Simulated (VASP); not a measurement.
Crystal: Cd3SO2.

```
Cd S O
1.0
     3.79000    0.00000    0.00000
    -1.89500    3.28224    0.00000
     0.00000    0.00000    9.27000
Cd S O
3 1 2
Direct
  0.66667 0.33333 0.91670
  0.00000 0.00000 0.25000
  0.33333 0.66667 0.58330
  0.00000 0.00000 0.00000
  0.66667 0.33333 0.66670
  0.33333 0.66667 0.33330
```

```yaml
Program: VASP 6.6.1
Task: relaxation of cell and atoms
Functional: PBE
Potentials_or_basis: VASP PAW PBE potentials, release 64 (Cd, S, O)
Cutoff: 600 eV
k_mesh: 4 × 4 × 2
Occupations: gaussian, width 0.15 eV
Spin: no spin polarisation
```

At the start: pressure 5.0 GPa; volume 19.22 Å³/atom.

**Question.** How do energy, volume and symmetry change on relaxing?

**Answer.** Over 10 steps the energy falls by 134.5 meV/atom and the volume is 19.76 Å³/atom (+2.8 %); space group P3m1 (No. 156, to 0.1 Å) before and after.

The path:
| step | energy change (eV) | largest force (eV/Å) | pressure (GPa) | volume (Å³) |
| --- | --- | --- | --- | --- |
| 1 | 0.0000 | 2.5637 | 5.00 | 115.32 |
| 2 | -0.4799 | 1.0834 | -2.60 | 125.61 |
| 3 | -0.4826 | 0.9719 | -3.01 | 126.42 |
| 4 | -0.6608 | 0.9103 | -1.09 | 121.87 |
| 5 | -0.6999 | 1.3427 | 0.76 | 118.61 |
| 6 | -0.7949 | 0.2333 | 0.97 | 117.25 |
| 7 | -0.7965 | 0.2114 | 1.05 | 117.03 |
| 8 | -0.8041 | 0.0843 | -0.66 | 119.59 |
| 9 | -0.8057 | 0.1134 | -0.20 | 118.83 |
| 10 | -0.8068 | 0.0393 | -0.01 | 118.57 |

Final structure:
```xyz
6
Lattice="3.8101 0.0000 0.0000 -1.9050 3.2996 0.0000 0.0000 0.0000 9.4312" Properties=species:S:1:pos:R:3 pbc="T T T"
Cd    1.9050    1.0999    8.3339
Cd    0.0000    0.0000    2.6470
Cd    0.0000    2.1998    5.4905
S     0.0000    0.0000    0.0795
O     1.9050    1.0999    6.1223
O     0.0000    2.1998    3.2627
```

Caveat: the k points lie up to 0.48 Å⁻¹ apart in the final cell; the relaxation stopped at a loose force limit of 0.08 eV/Å, so its end isn't a converged minimum.
